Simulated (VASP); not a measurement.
# In3Sb (P4/mmm) in VASP: a series of runs, part 2 of 2

VASP 6.6.1. Earlier steps stand in the parts before.

## Step 3: Single point, PBEsol+D3(BJ)

This run uses another cell than the first one, of the same volume but with other edges.

Input file INCAR:

```
  ALGO = Fast
  EDIFF = 1E-6
  ENCUT = 520
  GGA = PS
  ISIF = 2
  ISMEAR = 0
  IVDW = 12
  LASPH = T
  LCHARG = T
  LELF = T
  LREAL = F
  LVHAR = T
  LWAVE = F
  NBANDS = 30
  NELM = 60
  PREC = Accurate
  SIGMA = 0.15
```

Input file KPOINTS:

```
k-points
0
Gamma
  12 12 12
```

Input file POSCAR:

```
In3Sb
1.0
    4.4951346431      0.0000000000      0.0000000000
    0.0000000000      4.4951346431      0.0000000000
    0.0000000000      0.0000000000      4.9446481074
In Sb
3 1
Direct
    0.5000000000      0.5000000000      0.0000000000
    0.5000000000      0.0000000000      0.5000000000
    0.0000000000      0.5000000000      0.5000000000
    0.0000000000      0.0000000000      0.0000000000
```

Potentials or basis: VASP PAW PBE potentials, release 64 (In_d, Sb).

On the command line:

```bash
$ cat potpaw_PBE.64/In_d/POTCAR potpaw_PBE.64/Sb/POTCAR > POTCAR
$ mpirun -np 1 vasp_std > vasp.out
```

OUTCAR:

```text
EDIFF = 1E-6
   ENCUT = 520
   GGA = PS
   ISIF = 2
   ISMEAR = 0
   IVDW = 12
   LASPH = T
   LREAL = F
   NELM = 60
   PREC = Accurate
 IVDW          = 12

 ion  position               nearest neighbor table
   1  0.500  0.500  0.000-   4 3.18   4 3.18   4 3.18   4 3.18   3 3.34   2 3.34   3 3.34   2 3.34
                             3 3.34   2 3.34   3 3.34   2 3.34
   2  0.500  0.000  0.500-   3 3.18   3 3.18   3 3.18   3 3.18   4 3.34   1 3.34   1 3.34   1 3.34
                             4 3.34   4 3.34   4 3.34   1 3.34
   3  0.000  0.500  0.500-   2 3.18   2 3.18   2 3.18   2 3.18   4 3.34   1 3.34   4 3.34   4 3.34
                             1 3.34   4 3.34   1 3.34   1 3.34
   4  0.000  0.000  0.000-   1 3.18   1 3.18   1 3.18   1 3.18   3 3.34   2 3.34   3 3.34   3 3.34
                             3 3.34   2 3.34   2 3.34   2 3.34

  LATTYP: Found a simple tetragonal cell.
 ALAT       =     4.4951346431
 C/A-ratio  =     1.1000000000

  Lattice vectors:

 A1 = (   4.4951346431,   0.0000000000,   0.0000000000)
 A2 = (   0.0000000000,   4.4951346431,   0.0000000000)
 A3 = (   0.0000000000,   0.0000000000,   4.9446481074)

Analysis of symmetry for initial positions (statically):
=====================================================================
 Subroutine PRICEL returns:
 Original cell was already a primitive cell.

 Routine SETGRP: Setting up the symmetry group for a
 simple tetragonal supercell.

 Subroutine GETGRP returns: Found 16 space group operations
 (whereof 16 operations were pure point group operations)
 out of a pool of 16 trial point group operations.

The static configuration has the point symmetry D_4h.

Analysis of symmetry for dynamics (positions and initial velocities):
=====================================================================
 Subroutine PRICEL returns:
 Original cell was already a primitive cell.

[... 129 lines left out ...]
   IMIX   =      4    mixing-type and parameters
     AMIX     =   0.40;   BMIX     =  1.00
     AMIX_MAG =   1.60;   BMIX_MAG =  1.00
  volume/ion in A,a.u.               =      24.98       168.56
  Fermi-wavevector in a.u.,A,eV,Ry     =   1.245524  2.353699 21.107129  1.551330
  Thomas-Fermi vector in A             =   2.379742
   LORBIT       =      0    0 simple, 1 ext, 2 COOP (PROOUT), +10 PAW based schemes
   GGA     = PS    functional components
   LHFCALC =     F    Hartree Fock is set to
   AEXX    =    0.0000 exact exchange contribution
   IVDW    =    12    specifies the selected vdW correction
   LEPSILON=     F    determine dielectric tensor
   LRPA    =     F    only Hartree local field effects (RPA)
 non-spin polarized calculation
 RMM-DIIS sequential band-by-band and
 Gauss-broadening in eV      SIGMA  =   0.15
  energy-cutoff  :      520.00
  volume of cell :       99.91
 maximum number of plane-waves:      2726
 NGX is ok and might be reduce to    36

 number of electron      44.0000027 magnetization

 Free energy of the ion-electron system (eV)
  ---------------------------------------------------
  ext. energy  EPLUGINS =         0.00000000
  ---------------------------------------------------
  free energy    TOTEN  =       -13.38087255 eV

  energy without entropy =      -13.35832167  energy(sigma->0) =      -13.36959711

 E-fermi :   8.2283     XC(G=0): -10.6302

 val. band max:        8.2164937533   @ k =   0.4167   0.3333   0.0833
 cond. band min:       8.2298600633   @ k =   0.5000   0.1667   0.4167
 fundamental gap:      0.0133663100
 Fermi energy:         8.2282587147

 k-point     1 :       0.0000    0.0000    0.0000
  band No.  band energies     occupation
      1      -6.5779      2.00000
      2      -6.5439      2.00000
      3      -6.4988      2.00000
      4      -6.4988      2.00000
      5      -6.3921      2.00000
      6      -6.3416      2.00000
[... 781 lines left out ...]
     29      14.1627      0.00000
     30      14.9876      0.00000

 [... further k-points ...]

------------------------ aborting loop because EDIFF is reached ----------------------------------------

 Edisp (eV)   -1.66517

 E8    (eV) :    -1.1883

  FORCE on cell =-STRESS in cart. coord.  units (eV):
  Direction    XX          YY          ZZ          XY          YZ          ZX
  --------------------------------------------------------------------------------------
  -------------------------------------------------------------------------------------
  Total       0.07897     0.07897    -0.21315     0.00000     0.00000     0.00000
  in kB       1.26641     1.26641    -3.41798     0.00000     0.00000     0.00000
  external pressure =       -0.30 kB  Pullay stress =        0.00 kB

 VOLUME and BASIS-vectors are now :
 -----------------------------------------------------------------------------
  energy-cutoff  :      520.00
  volume of cell :       99.91
      direct lattice vectors                 reciprocal lattice vectors
     4.495134643  0.000000000  0.000000000     0.222462747  0.000000000  0.000000000
     0.000000000  4.495134643  0.000000000     0.000000000  0.222462747  0.000000000
     0.000000000  0.000000000  4.944648107     0.000000000  0.000000000  0.202238861

 POSITION                                       TOTAL-FORCE (eV/Angst)
 -----------------------------------------------------------------------------------
      2.24757      2.24757      0.00000         0.000000      0.000000      0.000000
      2.24757      0.00000      2.47232         0.000000      0.000000      0.000000
      0.00000      2.24757      2.47232         0.000000      0.000000      0.000000
      0.00000      0.00000      0.00000         0.000000      0.000000      0.000000
 -----------------------------------------------------------------------------------
    total drift:                                0.000000      0.000000      0.000000

  FREE ENERGIE OF THE ION-ELECTRON SYSTEM (eV)
  ---------------------------------------------------
  free  energy   TOTEN  =       -15.0460435746 eV

  energy  without entropy=      -15.0234926972  energy(sigma->0) =      -15.03476814
```

OSZICAR:

```text
N       E                     dE             d eps       ncg     rms          rms(c)
DAV:   1     0.398046524261E+03    0.39805E+03   -0.20488E+04 11760   0.186E+03
DAV:   2     0.241428541627E+02   -0.37390E+03   -0.36664E+03 11820   0.445E+02
DAV:   3    -0.120561030866E+02   -0.36199E+02   -0.35493E+02 14128   0.158E+02
DAV:   4    -0.134537654873E+02   -0.13977E+01   -0.13951E+01 13710   0.333E+01
DAV:   5    -0.135279102872E+02   -0.74145E-01   -0.74139E-01 17778   0.637E+00    0.491E+00
RMM:   6    -0.134046763731E+02    0.12323E+00   -0.23070E-01 13295   0.513E+00    0.264E+00
RMM:   7    -0.133819181686E+02    0.22758E-01   -0.82893E-02 13665   0.237E+00    0.569E-01
RMM:   8    -0.133803988035E+02    0.15194E-02   -0.13478E-02 16265   0.132E+00    0.167E-01
RMM:   9    -0.133807686259E+02   -0.36982E-03   -0.43903E-03 17161   0.442E-01    0.173E-01
RMM:  10    -0.133812268283E+02   -0.45820E-03   -0.37414E-03 13727   0.763E-01    0.317E-01
RMM:  11    -0.133808068039E+02    0.42002E-03   -0.17794E-03 14435   0.495E-01    0.160E-02
RMM:  12    -0.133808632536E+02   -0.56450E-04   -0.60434E-04 19318   0.143E-01    0.444E-02
RMM:  13    -0.133808726991E+02   -0.94455E-05   -0.88774E-05 19549   0.549E-02    0.695E-02
RMM:  14    -0.133808730343E+02   -0.33520E-06   -0.15426E-05 15310   0.224E-02    0.705E-02
RMM:  15    -0.133808725478E+02    0.48645E-06   -0.34213E-06  8468   0.141E-02
   1 F= -.15046044E+02 E0= -.15034768E+02  d E =-.225509E-01
```

stdout:

```text
POSCAR found type information on POSCAR InSb
 POSCAR found :  2 types and       4 ions
 scaLAPACK will be used
 -----------------------------------------------------------------------------
|                                                                             |
|                                                                             |
|     You enforced a specific xc type in the INCAR file but a different       |
|     I HOPE YOU KNOW WHAT YOU ARE DOING!                                     |
|                                                                             |
 -----------------------------------------------------------------------------

 LDA part: xc-table for (Slater+PW92), standard interpolation
 POSCAR, INCAR and KPOINTS ok, starting setup
 FFT: planning ... GRIDC
 FFT: planning ... GRID_SOFT
 FFT: planning ... GRID
 WAVECAR not read
 entering main loop
WARNING in EDDRMM: call to ZHEGV failed, returncode =   8  4     30
```

Run time: 3.8 min. Hardware: 1 thread of Intel Xeon 6975P-C (Granite Rapids), shared host; peak memory 0.6 GiB.

What came out:

```
Free energy                : -15.0460 eV
Pressure                   : 0.0 GPa
Band gap on the k mesh     : zero (band 22 reaches 9.12 eV, above the bottom of band 23 at 4.59 eV)
Dispersion energy per atom : -0.416 eV
```

Caveat: the PAW data sets were made with another functional, which shifts forces and pressure a little; spin-orbit coupling is left out, which moves the levels of the heavy elements; pairwise dispersion overbinds metals, which lowers pressure and volume.

## Step 4: Single point, PBEsol+D3(BJ)

This run uses another cell than the first one, of the same volume but with other edges.

Input file INCAR:

```
SYSTEM = In3Sb
PREC = Accurate
ENCUT = 520
EDIFF = 1E-6
ISMEAR = 0
SIGMA = 0.15
LREAL = .FALSE.
LASPH = .TRUE.
NELM = 60
ALGO = Fast
ISIF = 2
LWAVE = .FALSE.
LCHARG = .FALSE.
GGA = PS
IVDW = 12
NBANDS = 30
```

Input file KPOINTS:

```
regular mesh
0
G
  12 12 12
  0 0 0
```

Input file POSCAR:

```
In3Sb
1.0
    5.0409075458      0.0000000000      0.0000000000
    0.0000000000      5.0409075458      0.0000000000
    0.0000000000      0.0000000000      3.9319078857
In Sb
3 1
Direct
    0.5000000000      0.5000000000      0.0000000000
    0.5000000000      0.0000000000      0.5000000000
    0.0000000000      0.5000000000      0.5000000000
    0.0000000000      0.0000000000      0.0000000000
```

On the command line:

```bash
$ cat potpaw_PBE.64/In_d/POTCAR potpaw_PBE.64/Sb/POTCAR > POTCAR
$ mpirun -np 1 vasp_std > vasp.out
```

Run time: 16 min. Hardware: 1 thread of Oxide Virtual Turin-like, shared host; peak memory 0.55 GiB.

The run converged. Its results:

```
Free energy                : -15.0657 eV
Pressure                   : -0.6 GPa
Band gap on the k mesh     : zero (band 22 reaches 10.54 eV, above the bottom of band 23 at 4.68 eV)
Dispersion energy per atom : -0.416 eV
```

Stress tensor (GPa, compression positive):
```
-1.08  0.00  0.00
 0.00 -1.08  0.00
 0.00  0.00  0.42
```

Levels at points of the mesh, in eV from the Fermi level:
```tsv
k point	band 20	band 21	band 22	band 23	band 24	band 25
(0.00, 0.00, 0.00)	-3.64	-1.22	-0.19	1.04	1.04	3.47
(0.50, 0.00, 0.00)	-2.45	-1.53	-0.16	1.64	2.07	2.44
(0.50, 0.50, 0.00)	0.65	2.00	2.35	2.35	3.28	3.28
(0.00, 0.00, 0.50)	-1.65	-1.65	-0.82	-0.41	-0.41	0.01
(0.50, 0.00, 0.50)	-0.94	-0.90	-0.44	-0.41	0.56	1.00
(0.50, 0.50, 0.50)	-4.36	-4.36	-4.25	-3.51	4.30	4.30
```

Caveat: the PAW data sets were made with another functional, which shifts forces and pressure a little; spin-orbit coupling is left out, which moves the levels of the heavy elements; pairwise dispersion overbinds metals, which lowers pressure and volume.

## Step 5: Single point, PBEsol+D3(BJ)

This run uses another cell than the first one, of the same volume but with other edges.

Input file INCAR:

```
PREC = Accurate
ENCUT = 520
EDIFF = 1E-6
ISMEAR = 0
SIGMA = 0.15
LREAL = F
LASPH = T
NELM = 100
ALGO = Fast
ISIF = 2
LWAVE = F
LCHARG = F
GGA = PS
IVDW = 12
NBANDS = 30
```

Input file KPOINTS:

```
Automatic mesh
0
Gamma
  12 12 12
```

Input file POSCAR:

```
In3Sb
1.0
    4.2516660869      0.0000000000      0.0000000000
    0.0000000000      4.2516660869      0.0000000000
    0.0000000000      0.0000000000      5.5271659130
In Sb
3 1
Direct
    0.5000000000      0.5000000000      0.0000000000
    0.5000000000      0.0000000000      0.5000000000
    0.0000000000      0.5000000000      0.5000000000
    0.0000000000      0.0000000000      0.0000000000
```

On the command line:

```bash
$ cat potpaw_PBE.64/In_d/POTCAR potpaw_PBE.64/Sb/POTCAR > POTCAR
$ mpirun -np 1 vasp_std > vasp.out
```

Run time: 15 min. Hardware: 1 thread of Oxide Virtual Turin-like, shared host; peak memory 0.54 GiB.

It converged, with:

* Free energy: -14.9540 eV
* Pressure: 0.4 GPa
* Band gap on the k mesh: zero (band 22 reaches 9.68 eV, above the bottom of band 23 at 4.67 eV)
* Dispersion energy per atom: -0.416 eV

Stress tensor (GPa, compression positive):
```
 1.59  0.00  0.00
 0.00  1.59  0.00
 0.00  0.00 -1.83
```

Levels at points of the mesh, in eV from the Fermi level:
| k point | band 18 | band 19 | band 20 | band 21 | band 22 | band 23 | band 24 | band 25 | band 26 | band 27 |
| --- | --- | --- | --- | --- | --- | --- | --- | --- | --- | --- |
| (0.00, 0.00, 0.00) | -4.56 | -2.54 | -2.54 | -2.37 | -0.47 | 1.49 | 1.49 | 2.51 | 4.04 | 5.60 |
| (0.50, 0.00, 0.00) | -4.86 | -3.55 | -2.60 | -1.50 | -0.60 | 0.98 | 1.37 | 1.43 | 4.13 | 4.88 |
| (0.50, 0.50, 0.00) | -5.84 | -5.59 | -1.89 | -1.66 | -1.66 | -1.23 | -0.76 | 0.70 | 0.70 | 1.02 |
| (0.00, 0.00, 0.50) | -2.73 | -1.83 | -1.83 | -0.07 | -0.07 | -0.06 | 0.25 | 1.74 | 1.95 | 2.42 |
| (0.50, 0.00, 0.50) | -6.60 | -6.42 | -0.14 | 0.88 | 0.89 | 2.01 | 2.05 | 2.51 | 2.75 | 2.89 |
| (0.50, 0.50, 0.50) | -4.79 | -4.63 | -4.32 | -4.32 | -4.25 | -3.60 | 2.73 | 4.55 | 4.55 | 5.16 |

Caveat: the PAW data sets were made with another functional, which shifts forces and pressure a little; spin-orbit coupling is left out, which moves the levels of the heavy elements; pairwise dispersion overbinds metals, which lowers pressure and volume.

## Step 6: Overview

| cell | gap on the mesh (eV) | pressure (GPa) |
| --- | --- | --- |
| a = 4.771, b = 4.771, c = 4.389 Å, 4 atoms | none | -0.1 |
| a = 4.495, b = 4.495, c = 4.945 Å, 4 atoms | none | 0.0 |
| a = 5.041, b = 5.041, c = 3.932 Å, 4 atoms | none | -0.6 |
| a = 4.252, b = 4.252, c = 5.527 Å, 4 atoms | none | 0.4 |

Alike in all rows: task single point; level PBEsol+D3(BJ); potentials or basis VASP PAW PBE potentials, release 64 (In_d, Sb); no spin polarisation; k mesh 12 × 12 × 12; cutoff (eV) 520; smearing gaussian 0.15 eV.

Caveats: the PAW data sets were made with another functional, which shifts forces and pressure a little; spin-orbit coupling is left out, which moves the levels of the heavy elements; pairwise dispersion overbinds metals, which lowers pressure and volume.

Absolute energies hang on the potentials; compare differences alone.
